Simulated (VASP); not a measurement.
# Ta (P6_3/mmc) in VASP: notebook

Ta is run at these levels: PBEsol; tasks: single point.

Everything below comes from runs of VASP 6.6.1. Logs are shortened: lines on timing, memory, paths and dates and some standing lists are left out, and cuts for length are marked.

### 1 The cell of the first run

The structure is hexagonal, space group P6_3/mmc (No. 194). The conventional cell has a = 2.863 Å, b = 2.863 Å, c = 5.103 Å, α = 90.00°, β = 90.00°, γ = 120.00°. Ta (site symmetry -6m2) has 12 Ta at 2.86 to 3.04 Å within 3.8 Å.

This isn't the form of Ta at room conditions, which is bcc.

### 2 Single point, PBEsol

INCAR

```
SYSTEM = Ta
PREC = Accurate ; ENCUT = 520
EDIFF = 1E-6 ; ISMEAR = -1
SIGMA = 0.1 ; LREAL = .FALSE.
LASPH = .TRUE. ; NELM = 80
ALGO = Normal ; ISIF = 2
LWAVE = .FALSE. ; LCHARG = .FALSE.
GGA = PS ; NBANDS = 18
```

KPOINTS

```
regular mesh
0
G
  12 12 7
  0 0 0
```

POSCAR

```
Ta
1.0
    2.8633496222      0.0000000000      0.0000000000
   -1.4316748111      2.4797335127      0.0000000000
    0.0000000000      0.0000000000      5.1027703442
Ta
2
Direct
    0.3333333333      0.6666666667      0.2500000000
    0.6666666667      0.3333333333      0.7500000000
```

Potentials or basis: VASP PAW PBE potentials, release 64 (Ta_pv).

The run is started by

```console
cat potpaw_PBE.64/Ta_pv/POTCAR > POTCAR
mpirun -np 1 vasp_std > vasp.out
```

OUTCAR:

```text
SYSTEM = Ta
   PREC = Accurate
   ENCUT = 520
   EDIFF = 1E-6
   ISMEAR = -1
   LREAL = .FALSE.
   LASPH = .TRUE.
   NELM = 80
   ISIF = 2
   GGA = PS

 ion  position               nearest neighbor table
   1  0.333  0.667  0.250-   2 3.04   2 3.04   2 3.04   2 3.04   2 3.04   2 3.04
   2  0.667  0.333  0.750-   1 3.04   1 3.04   1 3.04   1 3.04   1 3.04   1 3.04

  LATTYP: Found a hexagonal cell.
 ALAT       =     2.8633496222
 C/A-ratio  =     1.7820982477

  Lattice vectors:

 A1 = (   2.8633496222,   0.0000000000,   0.0000000000)
 A2 = (  -1.4316748111,   2.4797335127,   0.0000000000)
 A3 = (   0.0000000000,   0.0000000000,   5.1027703442)

Analysis of symmetry for initial positions (statically):
=====================================================================
 Subroutine PRICEL returns:
 Original cell was already a primitive cell.

 Routine SETGRP: Setting up the symmetry group for a
 hexagonal supercell.

 Subroutine GETGRP returns: Found 24 space group operations
 (whereof 12 operations were pure point group operations)
 out of a pool of 24 trial point group operations.

The static configuration has the point symmetry D_3d.
 The point group associated with its full space group is D_6h.

Analysis of symmetry for dynamics (positions and initial velocities):
=====================================================================
 Subroutine PRICEL returns:
 Original cell was already a primitive cell.

 Routine SETGRP: Setting up the symmetry group for a
 hexagonal supercell.

 Subroutine GETGRP returns: Found 24 space group operations
 (whereof 12 operations were pure point group operations)
 out of a pool of 24 trial point group operations.

The dynamic configuration has the point symmetry D_3d.
 The point group associated with its full space group is D_6h.

 Subroutine INISYM returns: Found 24 space group operations
 (whereof 12 operations are pure point group operations),
 and found     1 'primitive' translations

----------------------------------------------------------------------------------------

                                     Primitive cell

  volume of cell :      36.2314

  direct lattice vectors                    reciprocal lattice vectors
     2.863349622  0.000000000  0.000000000     0.349241319  0.201634570  0.000000000
    -1.431674811  2.479733513  0.000000000     0.000000000  0.403269140  0.000000000
     0.000000000  0.000000000  5.102770344     0.000000000  0.000000000  0.195971978

  length of vectors
     2.863349622  2.863349622  5.102770344     0.403269140  0.403269140  0.195971978

  position of ions in fractional coordinates (direct lattice)
     0.333333333  0.666666667  0.250000000
     0.666666667  0.333333333  0.750000000

  ion indices of the primitive-cell ions
   primitive index   ion index
                 1           1
                 2           2

----------------------------------------------------------------------------------------

 KPOINTS: regular mesh

Automatic generation of k-mesh.
 Grid dimensions read from file:
 generate k-points for:   12   12    7

 Generating k-lattice:

  Cartesian coordinates                     Fractional coordinates (reciprocal lattice)
     0.029103443  0.016802881  0.000000000     0.083333333  0.000000000  0.000000000
     0.000000000  0.033605762  0.000000000     0.000000000  0.083333333  0.000000000
     0.000000000  0.000000000  0.027995997     0.000000000  0.000000000  0.142857143

  Length of vectors
     0.033605762  0.033605762  0.027995997

  Shift w.r.t. Gamma in fractional coordinates (k-lattice)
     0.000000000  0.000000000  0.000000000

 Subroutine IBZKPT returns following result:
 ===========================================

 Found     76 irreducible k-points:

 Following reciprocal coordinates:
            Coordinates               Weight
  0.000000  0.000000  0.000000      1.000000
  0.083333  0.000000  0.000000      6.000000
  0.166667  0.000000  0.000000      6.000000
  0.250000  0.000000  0.000000      6.000000
  0.333333  0.000000  0.000000      6.000000
  0.416667  0.000000  0.000000      6.000000
[... 16 lines left out ...]
  0.250000  0.000000  0.142857     12.000000
  0.333333  0.000000  0.142857     12.000000
 [... further k-points ...]
   k-points           NKPTS =     76   k-points in BZ     NKDIM =     76   number of bands    NBANDS=     18
   number of dos      NEDOS =    301   number of ions     NIONS =      2
   total plane-waves  NPLWV =  23040
   dimension x,y,z NGX =    24 NGY =   24 NGZ =   40
   dimension x,y,z NGXF=    48 NGYF=   48 NGZF=   80
   ions per type =               2
   NGX,Y,Z   is equivalent  to a cutoff of  13.93, 13.93, 13.03 a.u.
   NGXF,Y,Z  is equivalent  to a cutoff of  27.87, 27.87, 26.06 a.u.
 SYSTEM =  Ta
   PREC   = accura    normal or accurate (medium, high low for compatibility)
   ISTART =      0    job   : 0-new  1-cont  2-samecut
   ICHARG =      2    charge: 1-file 2-atom 10-const
   ISPIN  =      1    spin polarized calculation?
   LNONCOLLINEAR =      F non collinear calculations
   LSORBIT =      F    spin-orbit coupling
   LASPH  =      T    aspherical Exc in radial PAW
   ENCUT  =  520.0 eV  38.22 Ry    6.18 a.u.   5.32  5.32  9.49*2*pi/ulx,y,z
   NELM   =     80;   NELMIN=  2; NELMDL= -5     # of ELM steps
   EDIFF  = 0.1E-05   stopping-criterion for ELM
   LREAL  =      F    real-space projection
   EDIFFG = 0.1E-04   stopping-criterion for IOM
   NSW    =      0    number of steps for IOM
   IBRION =     -1    ionic relax: 0-MD 1-quasi-New 2-CG
   NFREE  =      0    steps in history (QN), initial steepest desc. (CG)
   ISIF   =      2    stress and relaxation
   ISYM   =      2    0-nonsym 1-usesym 2-fastsym
   POTIM  = 0.5000    time-step for ionic-motion
   TEBEG  =    0.0;   TEEND  =   0.0 temperature during run
   PSTRESS=    0.0 pullay stress
   NELECT =      22.0000    total number of electrons
   NUPDOWN=      -1.0000    fix difference up-down
   EMIN   =  10.00;   EMAX   =-10.00  energy-range for DOS
   EFERMI =   0.00;   METHOD = LEGACY
   ISMEAR =    -1;   SIGMA  =   0.10  broadening in eV -4-tet -1-fermi 0-gaus
   EFERMI_NEDOS =   21; number of points for ismear=-14 and -15
   IALGO  =     38    algorithm
   IMIX   =      4    mixing-type and parameters
     AMIX     =   0.40;   BMIX     =  1.00
     AMIX_MAG =   1.60;   BMIX_MAG =  1.00
  volume/ion in A,a.u.               =      18.12       122.25
  Fermi-wavevector in a.u.,A,eV,Ry     =   1.386289  2.619707 26.147655  1.921798
  Thomas-Fermi vector in A             =   2.510619
   LORBIT       =      0    0 simple, 1 ext, 2 COOP (PROOUT), +10 PAW based schemes
   GGA     = PS    functional components
   LHFCALC =     F    Hartree Fock is set to
   AEXX    =    0.0000 exact exchange contribution
   IVDW    =     0    specifies the selected vdW correction
   LEPSILON=     F    determine dielectric tensor
   LRPA    =     F    only Hartree local field effects (RPA)
 non-spin polarized calculation
  energy-cutoff  :      520.00
  volume of cell :       36.23
 maximum number of plane-waves:       991
 NGX is ok and might be reduce to    24
   NGX = 11   NGY = 11   NGZ = 19

 number of electron      22.0000000 magnetization

 Free energy of the ion-electron system (eV)
  ---------------------------------------------------
  ext. energy  EPLUGINS =         0.00000000
  ---------------------------------------------------
  free energy    TOTEN  =       -24.55651253 eV

  energy without entropy =      -24.47948605  energy(sigma->0) =      -24.51799929

 E-fermi :   5.7027     XC(G=0): -12.6861

 val. band max:        5.6892117711   @ k =   0.2500   0.2500   0.1429
 cond. band min:       5.7042949423   @ k =   0.0000   0.0000   0.0000
 fundamental gap:      0.0150831712
 Fermi energy:         5.7027302057

 k-point     1 :       0.0000    0.0000    0.0000
  band No.  band energies     occupation
      1     -28.7976      2.00000
      2     -27.8692      2.00000
      3     -27.7417      2.00000
      4     -27.7417      2.00000
      5     -27.6490      2.00000
      6     -27.6490      2.00000
[... 10 lines left out ...]
     17      11.0514      0.00000
     18      11.0514      0.00000

 k-point     2 :       0.0833    0.0000    0.0000
  band No.  band energies     occupation
      1     -28.7725      2.00000
      2     -27.8720      2.00000
      3     -27.8233      2.00000
      4     -27.7638      2.00000
      5     -27.7325      2.00000
      6     -27.6638      2.00000
[... 10 lines left out ...]
     17      11.1672      0.00000
     18      11.6380      0.00000

 k-point     3 :       0.1667    0.0000    0.0000
  band No.  band energies     occupation
      1     -28.7011      2.00000
      2     -28.0439      2.00000
      3     -27.9537      2.00000
      4     -27.8821      2.00000
      5     -27.8224      2.00000
      6     -27.7053      2.00000
[... 10 lines left out ...]
     17      11.3623      0.00000
     18      12.8556      0.00000

 k-point     4 :       0.2500    0.0000    0.0000
  band No.  band energies     occupation
      1     -28.5950      2.00000
      2     -28.3389      2.00000
      3     -28.2410      2.00000
      4     -27.9037      2.00000
      5     -27.8999      2.00000
      6     -27.7631      2.00000
[... 375 lines left out ...]
      4     -27.8844      2.00000
      5     -27.8167      2.00000
      6     -27.7111      2.00000
[... 10 lines left out ...]
     17      11.2577      0.00000
     18      12.3123      0.00000

 k-point    23 :       0.2500    0.0000    0.1429
  band No.  band energies     occupation
      1     -28.5820      2.00000
      2     -28.3204      2.00000
      3     -28.2559      2.00000
      4     -27.9220      2.00000
      5     -27.8932      2.00000
      6     -27.7699      2.00000
[... 10 lines left out ...]
     17      11.3314      0.00000
     18      13.0263      0.00000

 k-point    24 :       0.3333    0.0000    0.1429
  band No.  band energies     occupation
      1     -28.6522      2.00000
      2     -28.5403      2.00000
      3     -28.4071      2.00000
      4     -27.9674      2.00000
      5     -27.9535      2.00000
      6     -27.8291      2.00000
[... 10 lines left out ...]
     17      11.4183      0.00000
     18      13.2839      0.00000

 [... further k-points ...]

------------------------ aborting loop because EDIFF is reached ----------------------------------------

  FORCE on cell =-STRESS in cart. coord.  units (eV):
  Direction    XX          YY          ZZ          XY          YZ          ZX
  --------------------------------------------------------------------------------------
  -------------------------------------------------------------------------------------
  Total        0.0331935      0.0331935      0.0288272      0.0000000      0.0000000     -0.0000000
  in kB        1.4678399      1.4678399      1.2747569      0.0000000      0.0000000     -0.0000000
  external PRESSURE =       1.4034789 kB  Pullay stress =       0.0000000 kB

 VOLUME and BASIS-vectors are now :
 -----------------------------------------------------------------------------
  energy-cutoff  :      520.00
  volume of cell :       36.23
      direct lattice vectors                 reciprocal lattice vectors
     2.863349622  0.000000000  0.000000000     0.349241319  0.201634570  0.000000000
    -1.431674811  2.479733513  0.000000000     0.000000000  0.403269140  0.000000000
     0.000000000  0.000000000  5.102770344     0.000000000  0.000000000  0.195971978

 POSITION                                       TOTAL-FORCE (eV/Angst)
 -----------------------------------------------------------------------------------
     -0.00000      1.65316      1.27569        -0.000000      0.000000      0.000000
      1.43167      0.82658      3.82708         0.000000      0.000000      0.000000
 -----------------------------------------------------------------------------------
    total drift:                               -0.000000      0.000000     -0.000000

  FREE ENERGIE OF THE ION-ELECTRON SYSTEM (eV)
  ---------------------------------------------------
  free  energy   TOTEN  =       -24.5565125277 eV

  energy  without entropy=      -24.4794860548  energy(sigma->0) =      -24.51799929
```

Wall time 14 s (1 thread of Intel Xeon 6975P-C (Granite Rapids), shared host); peak memory 0.18 GiB.

What came out:

- Free energy: -24.5565 eV
- Pressure: 0.1 GPa
- Band gap on the k mesh: zero (bands 11 and 12 overlap by 1.83 eV)

Levels at points of the mesh, in eV from the Fermi level:
| k point | band 8 | band 9 | band 10 | band 11 | band 12 | band 13 | band 14 | band 15 |
| --- | --- | --- | --- | --- | --- | --- | --- | --- |
| (0.00, 0.00, 0.00) | -5.03 | -0.62 | 0.00 | 0.59 | 0.59 | 1.19 | 1.19 | 3.08 |
| (0.50, 0.00, 0.00) | -4.01 | -3.50 | -0.39 | -0.38 | 0.53 | 0.86 | 5.78 | 6.74 |

Caveat: the PAW data sets were made with another functional, which shifts forces and pressure a little; spin-orbit coupling is left out, which moves the levels of the heavy elements.

### 3 Single point, PBEsol (15.94 Å³/atom)

This run uses another cell than the first one, of 15.94 Å³/atom.

INCAR

```
ALGO = Normal
EDIFF = 1E-6
ENCUT = 520
GGA = PS
ISIF = 2
ISMEAR = -1
LASPH = T
LCHARG = F
LREAL = F
LWAVE = F
NBANDS = 18
NELM = 80
PREC = Accurate
SIGMA = 0.1
```

KPOINTS

```
k-points
0
Gamma
  14 14 7
```

POSCAR

```
Ta
1.0
    2.7439020475      0.0000000000      0.0000000000
   -1.3719510238      2.3762888786      0.0000000000
    0.0000000000      0.0000000000      4.8899030306
Ta
2
Direct
    0.3333333333      0.6666666667      0.2500000000
    0.6666666667      0.3333333333      0.7500000000
```

Potentials or basis: VASP PAW PBE potentials, release 64 (Ta_pv).

The run is started by

```console
cat potpaw_PBE.64/Ta_pv/POTCAR > POTCAR
mpirun -np 1 vasp_std > vasp.out
```

OUTCAR:

```text
EDIFF = 1E-6
   ENCUT = 520
   GGA = PS
   ISIF = 2
   ISMEAR = -1
   LASPH = T
   LREAL = F
   NELM = 80
   PREC = Accurate

 ion  position               nearest neighbor table
   1  0.333  0.667  0.250-   2 2.91   2 2.91   2 2.91   2 2.91   2 2.91   2 2.91
   2  0.667  0.333  0.750-   1 2.91   1 2.91   1 2.91   1 2.91   1 2.91   1 2.91

  LATTYP: Found a hexagonal cell.
 ALAT       =     2.7439020475
 C/A-ratio  =     1.7820982477

  Lattice vectors:

 A1 = (   2.7439020475,   0.0000000000,   0.0000000000)
 A2 = (  -1.3719510238,   2.3762888786,   0.0000000000)
 A3 = (   0.0000000000,   0.0000000000,   4.8899030306)

Analysis of symmetry for initial positions (statically):
=====================================================================
 Subroutine PRICEL returns:
 Original cell was already a primitive cell.

 Routine SETGRP: Setting up the symmetry group for a
 hexagonal supercell.

 Subroutine GETGRP returns: Found 24 space group operations
 (whereof 12 operations were pure point group operations)
 out of a pool of 24 trial point group operations.
[... 160 lines left out ...]
  free energy    TOTEN  =       -24.13439740 eV

  energy without entropy =      -24.06221997  energy(sigma->0) =      -24.09830869

 E-fermi :   6.8040     XC(G=0): -13.3546

 val. band max:        6.8032685512   @ k =   0.3571   0.0000   0.0000
 cond. band min:       6.8106903513   @ k =   0.2143   0.1429   0.1429
 fundamental gap:      0.0074218001
 Fermi energy:         6.8040380848

 k-point     1 :       0.0000    0.0000    0.0000
  band No.  band energies     occupation
      1     -27.7587      2.00000
      2     -26.3299      2.00000
      3     -26.1766      2.00000
      4     -26.1766      2.00000
      5     -26.0380      2.00000
      6     -26.0380      2.00000
[... 481 lines left out ...]
      5     -26.8090      2.00000
      6     -26.6947      2.00000
[... 10 lines left out ...]
     17      15.6962      0.00000
     18      15.9277      0.00000

 [... further k-points ...]

------------------------ aborting loop because EDIFF is reached ----------------------------------------

  FORCE on cell =-STRESS in cart. coord.  units (eV):
  Direction    XX          YY          ZZ          XY          YZ          ZX
  --------------------------------------------------------------------------------------
  -------------------------------------------------------------------------------------
  Total        6.8679440      6.8679440      6.1594066     -0.0000000      0.0000000     -0.0000000
  in kB      345.1192946    345.1192945    309.5147656     -0.0000000      0.0000000     -0.0000000
  external PRESSURE =     333.2511182 kB  Pullay stress =       0.0000000 kB

 VOLUME and BASIS-vectors are now :
 -----------------------------------------------------------------------------
  energy-cutoff  :      520.00
  volume of cell :       31.88
      direct lattice vectors                 reciprocal lattice vectors
     2.743902048  0.000000000  0.000000000     0.364444496  0.210412128  0.000000000
    -1.371951024  2.376288879  0.000000000     0.000000000  0.420824256  0.000000000
     0.000000000  0.000000000  4.889903031     0.000000000  0.000000000  0.204503033

 POSITION                                       TOTAL-FORCE (eV/Angst)
 -----------------------------------------------------------------------------------
     -0.00000      1.58419      1.22248        -0.000000      0.000000      0.000000
      1.37195      0.79210      3.66743         0.000000      0.000000      0.000000
 -----------------------------------------------------------------------------------
    total drift:                               -0.000000      0.000000     -0.000000

  FREE ENERGIE OF THE ION-ELECTRON SYSTEM (eV)
  ---------------------------------------------------
  free  energy   TOTEN  =       -24.1343973974 eV

  energy  without entropy=      -24.0622199727  energy(sigma->0) =      -24.09830869
```

Wall time 17 s (1 thread of Intel Xeon 6975P-C (Granite Rapids), shared host); peak memory 0.17 GiB.

Results:

```
Free energy            : -24.1344 eV
Pressure               : 33.3 GPa
Band gap on the k mesh : zero (bands 11 and 12 overlap by 2.36 eV)
```

Caveat: the cell stands under pressure; the PAW data sets were made with another functional, which shifts forces and pressure a little; spin-orbit coupling is left out, which moves the levels of the heavy elements.

(Part 1 of 2 ends here.)
